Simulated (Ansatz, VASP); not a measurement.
Ag: VASP beside Ansatz

The input INCAR:

```
SYSTEM = Ag
  PREC = Accurate
  ENCUT = 520
  EDIFF = 1E-6
  ISMEAR = -1
  SIGMA = 0.05
  LREAL = .False.
  LASPH = .True.
  NELM = 150
  ALGO = Fast
  ISIF = 2
  LWAVE = .False.
  LCHARG = .False.
  LNONCOLLINEAR = .True.
  MAGMOM = 0 0 0 0 0 0
  LORBIT = 11
  LSORBIT = .True.
  GGA_COMPAT = .False.
  LORBMOM = .True.
  LMAXMIX = 4
  GGA = PS
  NBANDS = 34
```

Contents of KPOINTS:

```
regular mesh
0
Gamma
  8 8 4
  0 0 0
```

POSCAR

```
Ag
1.0
    2.9300000000      0.0000000000      0.0000000000
   -1.4650000000      2.5374544331      0.0000000000
    0.0000000000      0.0000000000      4.7900000000
Ag
2
Direct
    0.6666666667      0.3333333333      0.7500000000
    0.3333333333      0.6666666667      0.2500000000
```

input.yaml

```yaml
crystal:
  lattice:
    - [2.93, 0.0, 0.0]
    - [-1.465, 2.5374544331, 0.0]
    - [0.0, 0.0, 4.79]
  atoms:
    - { symbol: Ag, position: [0.6666666667, 0.3333333333, 0.75] }
    - { symbol: Ag, position: [0.3333333333, 0.6666666667, 0.25] }
kpoints:
  mp_grid: { grid: [8, 8, 4] }
  band_path:
    path:
      - [0.0, 0.0, 0.0]
      - [0.5, 0.0, 0.0]
      - [0.3333333333, 0.3333333333, 0.0]
      - [0.0, 0.0, 0.0]
      - [0.0, 0.0, 0.5]
      - [0.5, 0.0, 0.5]
      - [0.3333333333, 0.3333333333, 0.5]
      - [0.0, 0.0, 0.5]
    npoints: 12
scf:
  occupations: { method: fermi_dirac, width: 0.05 }
hamiltonian:
  xc: pbesol
  pseudopotentials: { kind: all_electron, lapw: { basis_error: 0.001 } }
magnetization:
  noncollinear: true
  spin_orbit: true
output:
  forces: true
  stress: true
  eigenvalues: true
```

Alike in both runs: functional PBEsol; k mesh 8 × 8 × 4; occupations fermi-dirac, width 0.05 eV; non-collinear spin, spin-orbit coupling.

```csv
,VASP,Ansatz
version,VASP 6.6.1,Ansatz 0.2.0
potentials or method,"VASP PAW PBE potentials, release 64 (Ag), cutoff 520 eV","all-electron LAPW, relativistic spinors"
task,single point,band structure
```

VASP gave:

| Property | Result |
| --- | --- |
| pressure (GPa) | -6.2 |
| traceless stress, the component that is largest in VASP (GPa) | -0.92 |
| net moment per atom (μB) | 0.00 |

Estimate Ansatz's values.

pressure (GPa): -6.1; traceless stress, the component that is largest in VASP (GPa): -0.92; net moment per atom (μB): 0.00.

VASP's potentials were made for PBE, not for PBEsol. Ansatz ran all-electron here, and VASP with PAW potentials.

Noted on Ansatz's run: the k mesh is thin for a metal, which can move the energy by tens of meV per atom.
